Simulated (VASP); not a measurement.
Set up this calculation in VASP 6.6.1, as the native input.

```
Task                   : single point
Functional             : LDA
Potentials or basis    : VASP PAW LDA potentials, release 64 (Cd, F)
Cutoff                 : 520 eV
k mesh                 : 9 × 9 × 9
Occupations            : fermi-dirac, width 0.05 eV
Spin                   : no spin polarisation
Dipole correction      : no
Further INCAR settings : ALGO = Normal; EDIFF = 1e-06; NBANDS = 20
```

The structure of CdF2 lies in POSCAR:

```
CdF2
1.0
    0.0000000000      2.6390049769      2.6390049769
    2.6390049769      0.0000000000      2.6390049769
    2.6390049769      2.6390049769      0.0000000000
Cd F
1 2
Direct
    0.0000000000      0.0000000000      0.0000000000
    0.7500000000      0.7500000000      0.7500000000
    0.2500000000      0.2500000000      0.2500000000
```

The input as run:

INCAR

```
PREC = Accurate ; ENCUT = 520
EDIFF = 1E-6 ; ISMEAR = -1
SIGMA = 0.05 ; LREAL = F
LASPH = T ; NELM = 100
ALGO = Normal ; ISIF = 2
LWAVE = F ; LCHARG = F
GGA = CA ; NBANDS = 20
```

KPOINTS

```
regular mesh
0
Gamma
  9 9 9
```

Potentials or basis: VASP PAW LDA potentials, release 64 (Cd, F).

Launch:

```sh
$ cat potpaw_LDA.64/Cd/POTCAR potpaw_LDA.64/F/POTCAR > POTCAR
$ mpirun -np 1 vasp_std > vasp.out
```

Results of the run:

```
Pressure               : 2.7 GPa
Band gap on the k mesh : 3.04 eV, indirect (least direct gap 3.41 eV)
```

Wall time 25 s on 1 thread of AMD EPYC 7R43 64-Core Processor (Zen 3) (shared host), peak memory 0.12 GiB.
